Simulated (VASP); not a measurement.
Here is a VASP 6.6.1 calculation.

INCAR

```
ALGO     = Normal         # electronic algorithm
EDIFF    = 1E-6           # SCF threshold, eV
ENCUT    = 520            # plane-wave cutoff, eV
GGA      = PE             # functional
ISIF     = 2              # what is computed and relaxed
ISMEAR   = -1             # smearing method
ISPIN    = 2              # spin polarisation
LASPH    = T              # aspherical terms in the spheres
LCHARG   = F              # write CHGCAR
LMAXMIX  = 4              # l up to which the mixer works
LORBIT   = 11             # projections on sites
LREAL    = F              # projectors in reciprocal space
LWAVE    = F              # write WAVECAR
MAGMOM   = 4 0            # initial moments
NBANDS   = 20             # bands
NELM     = 150            # most SCF steps
PREC     = Accurate       # precision mode
SIGMA    = 0.08           # smearing width, eV
```

File KPOINTS:

```
k-points
0
Gamma
  12 12 12
```

File POSCAR:

```
MnSb
1.0
    0.0000000000      2.6784190326      2.6784190326
    2.6784190326      0.0000000000      2.6784190326
    2.6784190326      2.6784190326      0.0000000000
Mn Sb
1 1
Direct
    0.0000000000      0.0000000000      0.0000000000
    0.5000000000      0.5000000000      0.5000000000
```

Potentials or basis: VASP PAW PBE potentials, release 64 (Mn_pv, Sb).

The run is started by

```console
$ cat potpaw_PBE.64/Mn_pv/POTCAR potpaw_PBE.64/Sb/POTCAR > POTCAR
$ mpirun -np 1 vasp_std > vasp.out
```

Task: Estimate the pressure.

Result: 9.2 GPa.

Task: What does it give for the net moment?

Result: 3.53 μB per cell.

Caveat: a cell with one magnetic atom can't hold antiferromagnetic order, which such compounds often take.
